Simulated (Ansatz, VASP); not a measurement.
Co in VASP and in Ansatz

```
Co
1.0
     0.00000    2.25200    2.25200
     2.25200    0.00000    2.25200
     2.25200    2.25200    0.00000
Co
2
Direct
  0.00000 0.00000 0.00000
  0.50000 0.50000 0.50000
```

Alike in both runs: task single point; functional LDA; k mesh 14 × 14 × 14; occupations fermi-dirac, width 0.05 eV; collinear spin.

|  | VASP | Ansatz |
| --- | --- | --- |
| version | VASP 6.6.1 | Ansatz 0.2.0 |
| potentials or method | VASP PAW LDA potentials, release 64 (Co), cutoff 520 eV | plane waves (420 eV) with PAW, scalar-relativistic |
| valence electrons in the cell | 18 | 34 |

Ansatz gave:

- pressure (GPa): 1.0
- net moment per atom (μB): 1.54
- size of the moment on the site where the two differ most (μB): 1.52

**Question.** Which values does VASP return?

**Answer.** Pressure (GPa): -0.5; net moment per atom (μB): 1.49; size of the moment on the site where the two differ most (μB): 1.48.

Ansatz warns that its potentials were made for another functional, while VASP's fit it. LDA's correlation is that of Perdew and Zunger in VASP and of Perdew and Wang (1992) in Ansatz. Site moments also hang on the region over which each program counts them. VASP's potentials hold 18 valence electrons a cell and Ansatz's 34, so a difference there can come from the potentials and not from the codes.
